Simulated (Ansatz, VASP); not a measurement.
GaN: VASP beside Ansatz

```
Ga N
1.0
     0.00000    2.25913    2.25913
     2.25913    0.00000    2.25913
     2.25913    2.25913    0.00000
Ga N
1 1
Direct
  0.00000 0.00000 0.00000
  0.75000 0.75000 0.75000
```

Alike in both runs: functional PBE; dispersion D3(BJ); k mesh 10 × 10 × 10; occupations gaussian, width 0.02 eV; no spin polarisation.

Ansatz relaxed the structure, and its values are those at the end. VASP's run is a single point on that final structure, the one shown.

|  | VASP | Ansatz |
| --- | --- | --- |
| version | VASP 6.6.1 | Ansatz 0.2.0 |
| potentials or method | VASP PAW PBE potentials, release 64 (Ga_d, N), cutoff 520 eV | scalar-relativistic, plane waves, PAW |
| valence electrons in the cell | 18 | 18 |

Ansatz gave:

- gap on the k mesh at the Fermi level (eV): 1.67
- least direct gap on the mesh (eV): 1.67
- pressure (GPa): 0.0

**Question.** What did VASP give for the same quantities?

**Answer.** gap on the k mesh at the Fermi level (eV): 1.68; least direct gap on the mesh (eV): 1.68; pressure (GPa): 0.0.
